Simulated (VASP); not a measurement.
# Ni3Os (Pm-3m) in VASP: further runs

The runs below take Ni3Os through single point, relaxation of cell and atoms, with PBE.

Everything below comes from runs of VASP 6.6.1. Logs are shortened: lines on timing, memory, paths and dates and some standing lists are left out, and cuts for length are marked.

## (1) The cell of the first run

It takes space group Pm-3m (No. 221, cubic). The conventional cell has a = 3.608 Å, b = 3.608 Å, c = 3.608 Å, α = 90.00°, β = 90.00°, γ = 90.00°. Within 3.4 Å of Ni (site symmetry 4/mmm) lie 8 Ni at 2.55 Å and 4 Os at 2.55 Å. Within 3.4 Å of Os (site symmetry m-3m) lie 12 Ni at 2.55 Å.

## (2) Single point, PBE

Contents of INCAR:

```
PREC     = Accurate       # precision mode
ENCUT    = 520            # plane-wave cutoff, eV
EDIFF    = 1E-7           # SCF threshold, eV
ISMEAR   = 0              # smearing method
SIGMA    = 0.1            # smearing width, eV
LREAL    = F              # projectors in reciprocal space
LASPH    = T              # aspherical terms in the spheres
NELM     = 100            # most SCF steps
ALGO     = Fast           # electronic algorithm
ISIF     = 2              # what is computed and relaxed
LWAVE    = F              # write WAVECAR
LCHARG   = F              # write CHGCAR
GGA      = PE             # functional
NBANDS   = 27             # bands
```

Contents of KPOINTS:

```
regular mesh
0
Gamma
  6 6 6
```

Contents of POSCAR:

```
Ni3Os
1.0
    3.6076116911      0.0000000000      0.0000000000
    0.0000000000      3.6076116911      0.0000000000
    0.0000000000      0.0000000000      3.6076116911
Ni Os
3 1
Direct
    0.0000000000      0.5000000000      0.5000000000
    0.5000000000      0.0000000000      0.5000000000
    0.5000000000      0.5000000000      0.0000000000
    0.0000000000      0.0000000000      0.0000000000
```

Potentials or basis: VASP PAW PBE potentials, release 64 (Ni, Os).

Started as:

```bash
cat potpaw_PBE.64/Ni/POTCAR potpaw_PBE.64/Os/POTCAR > POTCAR
mpirun -np 1 vasp_std > vasp.out
```

OUTCAR:

```text
PREC = Accurate
   ENCUT = 520
   EDIFF = 1E-7
   ISMEAR = 0
   LREAL = F
   LASPH = T
   NELM = 100
   ISIF = 2
   GGA = PE

 ion  position               nearest neighbor table
   1  0.000  0.500  0.500-   2 2.55   3 2.55   4 2.55   3 2.55   4 2.55   2 2.55   4 2.55   4 2.55
                             2 2.55   3 2.55   3 2.55   2 2.55
   2  0.500  0.000  0.500-   1 2.55   3 2.55   4 2.55   3 2.55   4 2.55   1 2.55   3 2.55   3 2.55
                             1 2.55   4 2.55   4 2.55   1 2.55
   3  0.500  0.500  0.000-   1 2.55   2 2.55   4 2.55   1 2.55   2 2.55   2 2.55   4 2.55   2 2.55
                             1 2.55   4 2.55   1 2.55   4 2.55
   4  0.000  0.000  0.000-   1 2.55   2 2.55   3 2.55   1 2.55   2 2.55   1 2.55   3 2.55   1 2.55
                             2 2.55   3 2.55   2 2.55   3 2.55

  LATTYP: Found a simple cubic cell.
 ALAT       =     3.6076116911

  Lattice vectors:

 A1 = (   3.6076116911,   0.0000000000,   0.0000000000)
 A2 = (   0.0000000000,   3.6076116911,   0.0000000000)
 A3 = (   0.0000000000,   0.0000000000,   3.6076116911)

Analysis of symmetry for initial positions (statically):
=====================================================================
 Subroutine PRICEL returns:
 Original cell was already a primitive cell.

 Routine SETGRP: Setting up the symmetry group for a
 simple cubic supercell.

 Subroutine GETGRP returns: Found 48 space group operations
 (whereof 48 operations were pure point group operations)
 out of a pool of 48 trial point group operations.

The static configuration has the point symmetry O_h .

Analysis of symmetry for dynamics (positions and initial velocities):
=====================================================================
 Subroutine PRICEL returns:
 Original cell was already a primitive cell.

 Routine SETGRP: Setting up the symmetry group for a
 simple cubic supercell.

 Subroutine GETGRP returns: Found 48 space group operations
 (whereof 48 operations were pure point group operations)
 out of a pool of 48 trial point group operations.

The dynamic configuration has the point symmetry O_h .

 Subroutine INISYM returns: Found 48 space group operations
 (whereof 48 operations are pure point group operations),
 and found     1 'primitive' translations

----------------------------------------------------------------------------------------

                                     Primitive cell

  volume of cell :      46.9526

  direct lattice vectors                    reciprocal lattice vectors
     3.607611691  0.000000000  0.000000000     0.277191695  0.000000000  0.000000000
     0.000000000  3.607611691  0.000000000     0.000000000  0.277191695  0.000000000
     0.000000000  0.000000000  3.607611691     0.000000000  0.000000000  0.277191695

  length of vectors
     3.607611691  3.607611691  3.607611691     0.277191695  0.277191695  0.277191695

  position of ions in fractional coordinates (direct lattice)
     0.000000000  0.500000000  0.500000000
     0.500000000  0.000000000  0.500000000
     0.500000000  0.500000000  0.000000000
     0.000000000  0.000000000  0.000000000

  ion indices of the primitive-cell ions
   primitive index   ion index
                 1           1
                 2           2
                 3           3
                 4           4

----------------------------------------------------------------------------------------

 KPOINTS: regular mesh

Automatic generation of k-mesh.
 Grid dimensions read from file:
 generate k-points for:    6    6    6

 Generating k-lattice:

  Cartesian coordinates                     Fractional coordinates (reciprocal lattice)
     0.046198616  0.000000000  0.000000000     0.166666667  0.000000000  0.000000000
     0.000000000  0.046198616  0.000000000     0.000000000  0.166666667  0.000000000
     0.000000000  0.000000000  0.046198616     0.000000000  0.000000000  0.166666667

  Length of vectors
     0.046198616  0.046198616  0.046198616

  Shift w.r.t. Gamma in fractional coordinates (k-lattice)
     0.000000000  0.000000000  0.000000000

 Subroutine IBZKPT returns following result:
 ===========================================

 Found     20 irreducible k-points:

 Following reciprocal coordinates:
            Coordinates               Weight
  0.000000  0.000000  0.000000      1.000000
  0.166667  0.000000  0.000000      6.000000
  0.333333  0.000000  0.000000      6.000000
  0.500000  0.000000  0.000000      3.000000
  0.166667  0.166667  0.000000     12.000000
  0.333333  0.166667  0.000000     24.000000
[... 12 lines left out ...]
  0.500000  0.500000  0.333333      6.000000
  0.500000  0.500000  0.500000      1.000000
   k-points           NKPTS =     20   k-points in BZ     NKDIM =     20   number of bands    NBANDS=     27
   number of dos      NEDOS =    301   number of ions     NIONS =      4
   total plane-waves  NPLWV =  21952
   dimension x,y,z NGX =    28 NGY =   28 NGZ =   28
   dimension x,y,z NGXF=    56 NGYF=   56 NGZF=   56
   ions per type =               3   1
   NGX,Y,Z   is equivalent  to a cutoff of  12.90, 12.90, 12.90 a.u.
   NGXF,Y,Z  is equivalent  to a cutoff of  25.81, 25.81, 25.81 a.u.
 SYSTEM =  unknown system
   PREC   = accura    normal or accurate (medium, high low for compatibility)
   ISTART =      0    job   : 0-new  1-cont  2-samecut
   ICHARG =      2    charge: 1-file 2-atom 10-const
   ISPIN  =      1    spin polarized calculation?
   LNONCOLLINEAR =      F non collinear calculations
   LSORBIT =      F    spin-orbit coupling
   LASPH  =      T    aspherical Exc in radial PAW
   ENCUT  =  520.0 eV  38.22 Ry    6.18 a.u.   6.71  6.71  6.71*2*pi/ulx,y,z
   NELM   =    100;   NELMIN=  2; NELMDL= -5     # of ELM steps
   EDIFF  = 0.1E-06   stopping-criterion for ELM
   LREAL  =      F    real-space projection
   EDIFFG = 0.1E-05   stopping-criterion for IOM
   NSW    =      0    number of steps for IOM
   IBRION =     -1    ionic relax: 0-MD 1-quasi-New 2-CG
   NFREE  =      0    steps in history (QN), initial steepest desc. (CG)
   ISIF   =      2    stress and relaxation
   ISYM   =      2    0-nonsym 1-usesym 2-fastsym
   POTIM  = 0.5000    time-step for ionic-motion
   TEBEG  =    0.0;   TEEND  =   0.0 temperature during run
   PSTRESS=    0.0 pullay stress
   NELECT =      38.0000    total number of electrons
   NUPDOWN=      -1.0000    fix difference up-down
   EMIN   =  10.00;   EMAX   =-10.00  energy-range for DOS
   EFERMI =   0.00;   METHOD = LEGACY
   ISMEAR =     0;   SIGMA  =   0.10  broadening in eV -4-tet -1-fermi 0-gaus
   EFERMI_NEDOS =   21; number of points for ismear=-14 and -15
   IALGO  =     68    algorithm
   IMIX   =      4    mixing-type and parameters
     AMIX     =   0.40;   BMIX     =  1.00
     AMIX_MAG =   1.60;   BMIX_MAG =  1.00
  volume/ion in A,a.u.               =      11.74        79.21
  Fermi-wavevector in a.u.,A,eV,Ry     =   1.525631  2.883025 31.668250  2.327551
  Thomas-Fermi vector in A             =   2.633775
   LORBIT       =      0    0 simple, 1 ext, 2 COOP (PROOUT), +10 PAW based schemes
   GGA     = PE    functional components
   LHFCALC =     F    Hartree Fock is set to
   AEXX    =    0.0000 exact exchange contribution
   IVDW    =     0    specifies the selected vdW correction
   LEPSILON=     F    determine dielectric tensor
   LRPA    =     F    only Hartree local field effects (RPA)
 non-spin polarized calculation
 RMM-DIIS sequential band-by-band and
 Gauss-broadening in eV      SIGMA  =   0.10
  energy-cutoff  :      520.00
  volume of cell :       46.95
 maximum number of plane-waves:      1328
 NGX is ok and might be reduce to    28
   NGX = 13   NGY = 13   NGZ = 13

 number of electron      38.0000062 magnetization

 Free energy of the ion-electron system (eV)
  ---------------------------------------------------
  ext. energy  EPLUGINS =         0.00000000
  ---------------------------------------------------
  free energy    TOTEN  =       -26.83227474 eV

  energy without entropy =      -26.80120246  energy(sigma->0) =      -26.81673860

 E-fermi :   9.2532     XC(G=0): -13.4594

 val. band max:        9.2520975442   @ k =   0.5000   0.5000   0.1667
 cond. band min:       9.2622590337   @ k =   0.3333   0.1667   0.0000
 fundamental gap:      0.0101614894
 Fermi energy:         9.2532353082

 k-point     1 :       0.0000    0.0000    0.0000
  band No.  band energies     occupation
      1      -0.2673      2.00000
      2       3.5069      2.00000
      3       3.5069      2.00000
      4       4.6361      2.00000
      5       4.6361      2.00000
      6       4.6361      2.00000
[... 19 lines left out ...]
     26      20.7253      0.00000
     27      20.7290      0.00000

 k-point     2 :       0.1667    0.0000    0.0000
  band No.  band energies     occupation
      1       0.1123      2.00000
      2       3.7019      2.00000
      3       3.7043      2.00000
      4       4.7620      2.00000
      5       4.7953      2.00000
      6       4.7953      2.00000
[... 19 lines left out ...]
     26      19.7824      0.00000
     27      21.7110      0.00000

 k-point     3 :       0.3333    0.0000    0.0000
  band No.  band energies     occupation
      1       1.1582      2.00000
      2       3.8286      2.00000
      3       4.1730      2.00000
      4       5.0926      2.00000
      5       5.2642      2.00000
      6       5.2642      2.00000
[... 19 lines left out ...]
     26      18.9635      0.00000
     27      20.1975      0.00000

 k-point     4 :       0.5000    0.0000    0.0000
  band No.  band energies     occupation
      1       2.2137      2.00000
      2       3.2363      2.00000
      3       4.4667      2.00000
      4       5.3615      2.00000
      5       5.7195      2.00000
      6       5.8174      2.00000
[... 19 lines left out ...]
     26      18.4276      0.00000
     27      18.4303      0.00000

 k-point     5 :       0.1667    0.1667    0.0000
  band No.  band energies     occupation
      1       0.4818      2.00000
      2       3.8800      2.00000
      3       3.9279      2.00000
      4       4.8622      2.00000
      5       4.9285      2.00000
      6       4.9617      2.00000
[... 19 lines left out ...]
     26      19.6566      0.00000
     27      21.4914      0.00000

 k-point     6 :       0.3333    0.1667    0.0000
  band No.  band energies     occupation
      1       1.5014      2.00000
      2       4.0451      2.00000
      3       4.3888      2.00000
      4       5.1779      2.00000
      5       5.2899      2.00000
      6       5.3870      2.00000
[... 324 lines left out ...]
      1       3.1228      2.00000
      2       4.1942      2.00000
      3       4.1942      2.00000
      4       4.8131      2.00000
      5       6.0864      2.00000
      6       6.0864      2.00000
[... 19 lines left out ...]
     26      17.5985      0.00000
     27      17.5985      0.00000

 k-point    18 :       0.5000    0.3333    0.3333
  band No.  band energies     occupation
      1       3.6694      2.00000
      2       3.7495      2.00000
      3       4.0511      2.00000
      4       4.6081      2.00000
      5       6.1884      2.00000
      6       6.6426      2.00000
[... 19 lines left out ...]
     26      16.8946      0.00000
     27      18.7307      0.00000

 k-point    19 :       0.5000    0.5000    0.3333
  band No.  band energies     occupation
      1       3.6515      2.00000
      2       3.8201      2.00000
      3       3.8201      2.00000
      4       4.3595      2.00000
      5       6.5163      2.00000
      6       6.8581      2.00000
[... 19 lines left out ...]
     26      17.3161      0.00000
     27      17.5990      0.00000

 k-point    20 :       0.5000    0.5000    0.5000
  band No.  band energies     occupation
      1       3.5835      2.00000
      2       3.5835      2.00000
      3       3.5835      2.00000
      4       4.3067      2.00000
      5       6.7193      2.00000
      6       6.7193      2.00000
[... 19 lines left out ...]
     26      17.0405      0.00000
     27      17.0405      0.00000

------------------------ aborting loop because EDIFF is reached ----------------------------------------

  FORCE on cell =-STRESS in cart. coord.  units (eV):
  Direction    XX          YY          ZZ          XY          YZ          ZX
  --------------------------------------------------------------------------------------
  -------------------------------------------------------------------------------------
  Total        0.0698811      0.0698811      0.0698811      0.0000000     -0.0000000      0.0000000
  in kB        2.3845743      2.3845743      2.3845743      0.0000000     -0.0000000      0.0000000
  external PRESSURE =       2.3845743 kB  Pullay stress =       0.0000000 kB

 VOLUME and BASIS-vectors are now :
 -----------------------------------------------------------------------------
  energy-cutoff  :      520.00
  volume of cell :       46.95
      direct lattice vectors                 reciprocal lattice vectors
     3.607611691  0.000000000  0.000000000     0.277191695  0.000000000  0.000000000
     0.000000000  3.607611691  0.000000000     0.000000000  0.277191695  0.000000000
     0.000000000  0.000000000  3.607611691     0.000000000  0.000000000  0.277191695

 POSITION                                       TOTAL-FORCE (eV/Angst)
 -----------------------------------------------------------------------------------
      0.00000      1.80381      1.80381         0.000000      0.000000      0.000000
      1.80381      0.00000      1.80381         0.000000      0.000000      0.000000
      1.80381      1.80381      0.00000         0.000000      0.000000      0.000000
      0.00000      0.00000      0.00000         0.000000      0.000000      0.000000
 -----------------------------------------------------------------------------------
    total drift:                                0.000000      0.000000      0.000000

  FREE ENERGIE OF THE ION-ELECTRON SYSTEM (eV)
  ---------------------------------------------------
  free  energy   TOTEN  =       -26.8322747363 eV

  energy  without entropy=      -26.8012024596  energy(sigma->0) =      -26.81673860
```

Run time: 60 s. Hardware: 1 thread of Intel Xeon 8259CL, shared host; peak memory 0.16 GiB.

What came out:

```
Free energy            : -26.8323 eV
Pressure               : 0.2 GPa
Band gap on the k mesh : zero (bands 19 and 20 overlap by 1.94 eV)
```

Caveat: spin-orbit coupling is left out, which moves the levels of the heavy elements.

## (3) Relaxation of cell and atoms, PBE

This run uses another cell than the first one, of 10.38 Å³/atom.

Contents of INCAR:

```
  PREC = Accurate
  ENCUT = 600
  EDIFF = 1E-7
  ISMEAR = 0
  SIGMA = 0.1
  LREAL = F
  LASPH = T
  NELM = 80
  ALGO = Fast
  ISIF = 3
  LWAVE = F
  LCHARG = F
  GGA = PE
  IBRION = 2
  NSW = 90
  EDIFFG = -0.04
```

KPOINTS is that of step 2.

Contents of POSCAR:

```
Ni3Os
1.0
    3.4630416547      0.0000000000      0.0000000000
    0.0000000000      3.4630416547      0.0000000000
    0.0000000000      0.0000000000      3.4630416547
Ni Os
3 1
Direct
    0.0000000000      0.5000000000      0.5000000000
    0.5000000000      0.0000000000      0.5000000000
    0.5000000000      0.5000000000      0.0000000000
    0.0000000000      0.0000000000      0.0000000000
```

Potentials or basis: VASP PAW PBE potentials, release 64 (Ni, Os).

Started as:

```bash
cat potpaw_PBE.64/Ni/POTCAR potpaw_PBE.64/Os/POTCAR > POTCAR
mpirun -np 1 vasp_std > vasp.out
```

Run time: 8.4 min. Hardware: 1 thread of Intel Xeon 8259CL, shared host; peak memory 0.18 GiB.

Results (log left out):

| Property | Result |
| --- | --- |
| Free energy | -26.8292 eV |
| Relaxed volume | 11.76 Å³/atom |
| Relaxed cell | a = 3.610 Å, b = 3.610 Å, c = 3.610 Å, α = 90.00°, β = 90.00°, γ = 90.00° |
| Space group after relaxing (to 0.1 Å) | Pm-3m (No. 221) |
| Energy gained by relaxing | 156.0 meV/atom |
| Ionic steps | 6 |
| Pressure after relaxing | -0.2 GPa |
| Band gap on the k mesh | zero (bands 19 and 20 overlap by 1.93 eV) |

Step by step:
```
step  energy change (eV)  largest force (eV/Å)  pressure (GPa)  volume (Å³)
   1              0.0000                0.0000           41.59        41.53
   2              1.9813                0.0000          -29.53        59.93
   3              0.1715                0.0000          -10.32        50.06
   4             -0.5708                0.0000           -4.84        48.00
   5             -0.5825                0.0000            2.52        46.55
   6             -0.6240                0.0000           -0.20        47.03
```

Final structure:
```yaml
crystal:
  lattice:
    - [3.60971, 0.00000, 0.00000]
    - [0.00000, 3.60971, 0.00000]
    - [0.00000, 0.00000, 3.60971]
  atoms:
    - { symbol: Ni, position: [0.00000, 0.50000, 0.50000] }
    - { symbol: Ni, position: [0.50000, 0.00000, 0.50000] }
    - { symbol: Ni, position: [0.50000, 0.50000, 0.00000] }
    - { symbol: Os, position: [0.00000, 0.00000, 0.00000] }
```

Levels at points of the mesh, in eV from the Fermi level:
| k point | band 15 | band 16 | band 17 | band 18 | band 19 | band 20 | band 21 | band 22 | band 23 |
| --- | --- | --- | --- | --- | --- | --- | --- | --- | --- |
| (0.00, 0.00, 0.00) | -0.35 | -0.35 | 0.59 | 0.59 | 1.46 | 1.46 | 2.33 | 2.33 | 2.33 |
| (0.50, 0.00, 0.00) | -1.41 | -0.91 | -0.91 | -0.90 | -0.35 | -0.25 | -0.04 | 1.37 | 7.77 |
| (0.50, 0.50, 0.00) | -1.62 | -1.45 | -1.20 | -0.53 | -0.47 | -0.47 | 0.89 | 0.89 | 2.36 |
| (0.50, 0.50, 0.50) | -0.56 | -0.56 | -0.17 | -0.17 | -0.17 | 0.42 | 0.42 | 0.42 | 0.93 |

Caveat: spin-orbit coupling is left out, which moves the levels of the heavy elements.
